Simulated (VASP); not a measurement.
SnSe:

```
Sn Se
1.0
     0.00000    3.01000    3.01000
     3.01000    0.00000    3.01000
     3.01000    3.01000    0.00000
Sn Se
1 1
Direct
  0.00000 0.00000 0.00000
  0.50000 0.50000 0.50000
```

Base run:

```yaml
Program: VASP 6.6.1
Functional: PBE
Potentials_or_basis: VASP PAW PBE potentials, release 64 (Sn_d, Se)
Cutoff: 500 eV
k_mesh: 5 × 5 × 5
Occupations: gaussian, width 0.01 eV
Spin: no spin polarisation
```

Its results: pressure 0.7 GPa.

Q: The run is repeated on the same cell with these changes: k mesh from 5 × 5 × 5 to 4 × 4 × 4. What comes out?

A: Pressure -0.4 GPa.

Caveats: some runs use coarse meshes.
